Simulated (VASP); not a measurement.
Write the native input for VASP 6.6.1 that does the following.

```yaml
Task: single point
Functional: LDA
Potentials_or_basis: VASP PAW LDA potentials, release 64 (Cd, Te)
Cutoff: 520 eV
k_mesh: 6 × 6 × 6
Occupations: gaussian, width 0.01 eV
Spin: no spin polarisation
Dipole_correction: no
Further_INCAR_settings: ALGO = Normal; EDIFF = 1e-07; NBANDS = 16
```

The structure of CdTe lies in POSCAR:

```
CdTe
1.0
    3.1889750000      3.1889750000      0.0000000000
   -3.1889750000      3.1889750000      0.0000000000
    0.0000000000      3.1889750000      3.2267521745
Cd Te
1 1
Direct
    0.0000000000      0.0000000000      0.0000000000
    0.7500000000      0.2500000000      0.5000000000
```

This cell differs from its parent crystal: film at in-plane strain -0.005.

One way to write it, as run:

INCAR

```
PREC = Accurate ; ENCUT = 520
EDIFF = 1E-7 ; ISMEAR = 0
SIGMA = 0.01 ; LREAL = False
LASPH = True ; NELM = 100
ALGO = Normal ; ISIF = 2
LWAVE = False ; LCHARG = False
GGA = CA ; NBANDS = 16
```

KPOINTS

```
regular mesh
0
Gamma
  6 6 6
```

Potentials or basis: VASP PAW LDA potentials, release 64 (Cd, Te).

Launch:

```sh
$ cat potpaw_LDA.64/Cd/POTCAR potpaw_LDA.64/Te/POTCAR > POTCAR
$ mpirun -np 1 vasp_std > vasp.out
```

It gave:

| Item | Value |
| --- | --- |
| Pressure | 0.4 GPa |
| Band gap on the k mesh | 0.65 eV, direct |

Caveat: the cell differs from its parent crystal (film at in-plane strain -0.005); spin-orbit coupling is left out, which moves the levels of the heavy elements.

Wall time 35 s on 1 thread of Intel Xeon 6975P-C (shared host), peak memory 0.19 GiB.
